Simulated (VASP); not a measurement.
A run of VASP 6.6.1 is set up as follows.

Contents of INCAR:

```
  ALGO = Normal
  EDIFF = 1E-7
  ENCUT = 520
  GGA = PS
  ISIF = 2
  ISMEAR = 0
  LASPH = True
  LCHARG = False
  LREAL = False
  LWAVE = False
  NBANDS = 26
  NELM = 80
  PREC = Accurate
  SIGMA = 0.05
```

Contents of KPOINTS:

```
k-points
0
Gamma
  9 9 6
```

The input POSCAR:

```
ZnO
1.0
    3.1754479730      0.0000000000      0.0000000000
   -1.5877239865      2.7500186130      0.0000000000
    0.0000000000      0.0000000000      5.3992141884
Zn O
2 2
Direct
    0.3333333333      0.6666666667      0.0015754469
    0.6666666667      0.3333333333      0.5015754469
    0.3333333333      0.6666666667      0.4257754335
    0.6666666667      0.3333333333      0.9257754335
```

Potentials or basis: VASP PAW PBE potentials, release 64 (Zn, O).

Launch:

```sh
$ cat potpaw_PBE.64/Zn/POTCAR potpaw_PBE.64/O/POTCAR > POTCAR
$ mpirun -np 1 vasp_std > vasp.out
```

Problem. Estimate the pressure.

Solution. 7.8 GPa.

Problem. Estimate the largest force.

Solution. 0.797 eV/Å.

Problem. Predict the band gap on the k mesh.

Solution. 0.72 eV, direct.

Forces in eV/Å, atoms in the order of the input:
```
Zn   0.000  0.000  0.797
Zn   0.000  0.000  0.797
O    0.000  0.000 -0.797
O    0.000  0.000 -0.797
```

Caveat: the PAW data sets were made with another functional, which shifts forces and pressure a little. A k mesh can miss the band edges.
